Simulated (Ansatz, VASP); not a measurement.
## ZnS: VASP beside Ansatz

File INCAR:

```
PREC     = Accurate       # precision mode
ENCUT    = 600            # plane-wave cutoff, eV
EDIFF    = 1E-6           # SCF threshold, eV
ISMEAR   = 0              # smearing method
SIGMA    = 0.1            # smearing width, eV
LREAL    = False          # projectors in reciprocal space
LASPH    = True           # aspherical terms in the spheres
NELM     = 100            # most SCF steps
ALGO     = Normal         # electronic algorithm
ISIF     = 3              # what is computed and relaxed
LWAVE    = False          # write WAVECAR
LCHARG   = False          # write CHGCAR
GGA      = PE             # functional
IBRION   = 2              # ionic algorithm
NSW      = 90             # ionic steps
EDIFFG   = -0.04          # ionic threshold
```

KPOINTS

```
regular mesh
0
Gamma
  6 6 4
```

The input POSCAR:

```
ZnS
1.0
    3.3207089800      0.0000000000      0.0000000000
    0.0000000000      3.3207089800      0.0000000000
    0.0000000000      0.0000000000      4.2217213200
Zn S
1 1
Direct
    0.5000000000      0.5000000000      0.5000000000
    0.0000000000      0.0000000000      0.0000000000
```

Input for Ansatz:

```yaml
crystal:
  lattice:
    - [3.32070898, 0.0, 0.0]
    - [0.0, 3.32070898, 0.0]
    - [0.0, 0.0, 4.22172132]
  atoms:
    - { symbol: Zn, position: [0.5, 0.5, 0.5] }
    - { symbol: S, position: [0.0, 0.0, 0.0] }
basis:
  ecutwfc: 420
kpoints:
  mp_grid: { grid: [6, 6, 4] }
hamiltonian:
  xc: pbe
scf:
  occupations: { method: gaussian, width: 0.1 }
  lower_state_search: "off"
output:
  forces: true
  stress: true
  eigenvalues: true
relax:
  adjacent_minimum: "off"
  f_tol: 0.04
  max_steps: 70
  cell: { stress_tol: 0.4 }
```

Alike in both runs: task relaxation of cell and atoms; functional PBE; k mesh 6 × 6 × 4; occupations gaussian, width 0.1 eV; no spin polarisation.

```csv
,VASP,Ansatz
version,VASP 6.6.1,Ansatz 0.2.0
potentials or method,"VASP PAW PBE potentials, release 64 (Zn, S), cutoff 600 eV","scalar-relativistic, plane waves, PAW"
valence electrons in the cell,18,18
```

```tsv
	VASP	Ansatz	Ansatz less VASP
gap on the k mesh at the Fermi level, each at its own relaxed structure (eV)	none	none	-
relaxed volume (Å³/atom)	16.29	16.28	-0.009
relaxed cell length with the largest relative difference (Å)	3.440	3.439	-0.0007
```

A gap of «none» marks a metal or a gap that the smearing closes.

The k mesh is coarse, so the values compare programs but aren't converged. Noted on VASP's run: the volume moved by over 15 % at a fixed basis, so the end points are rough.
